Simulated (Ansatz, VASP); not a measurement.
Two plane-wave programs on SnTe

The input INCAR:

```
  ALGO = Normal
  EDIFF = 1E-7
  ENCUT = 520
  GGA = PE
  ISIF = 2
  ISMEAR = 0
  LASPH = True
  LCHARG = True
  LELF = True
  LREAL = False
  LVHAR = True
  LWAVE = False
  NBANDS = 17
  NELM = 80
  PREC = Accurate
  SIGMA = 0.011
```

KPOINTS

```
k-points
0
Gamma
  7 7 7
```

File POSCAR:

```
SnTe
1.0
    0.0000000000      3.6111460000      3.6111460000
    3.6111460000      0.0000000000      3.6111460000
    3.6111460000      3.6111460000      0.0000000000
Te Sn
1 1
Direct
    0.2500000000      0.2500000000      0.2500000000
    0.0000000000      0.0000000000      0.0000000000
```

The input input.yaml:

```yaml
crystal:
  lattice:
    - [0.0, 3.611146, 3.611146]
    - [3.611146, 0.0, 3.611146]
    - [3.611146, 3.611146, 0.0]
  atoms:
    - { symbol: Te, position: [0.25, 0.25, 0.25] }
    - { symbol: Sn, position: [0.0, 0.0, 0.0] }
hamiltonian:
  xc: pbe
  pseudopotentials: { kind: paw }
kpoints:
  mp_grid: { grid: [7, 7, 7] }
scf:
  occupations: { method: gaussian, width: 0.011 }
output:
  forces: true
  stress: true
  eigenvalues: true
```

Alike in both runs: task single point; functional PBE; k mesh 7 × 7 × 7; occupations gaussian, width 0.011 eV; no spin polarisation.

|  | VASP | Ansatz |
| --- | --- | --- |
| version | VASP 6.6.1 | Ansatz 0.2.0 |
| potentials or method | VASP PAW PBE potentials, release 64 (Te, Sn_d) | Ansatz PAW |
| plane-wave cutoff (eV) | 520 | 420 |
| valence electrons in the cell | 20 | 30 |

VASP gave:

* gap on the k mesh at the Fermi level (eV): 0.33
* least direct gap on the mesh (eV): 0.83
* pressure (GPa): -0.1

Estimate Ansatz's values.

gap on the k mesh at the Fermi level (eV): 0.33; least direct gap on the mesh (eV): 0.83; pressure (GPa): 0.0.

VASP's potentials hold 20 valence electrons a cell and Ansatz's 30, so a difference there can come from the potentials and not from the codes.

Spin-orbit coupling is off throughout. Noted on Ansatz's run: odd divisions of the mesh miss points on the zone boundary, where band edges often lie, so the gap on the mesh can be too wide.
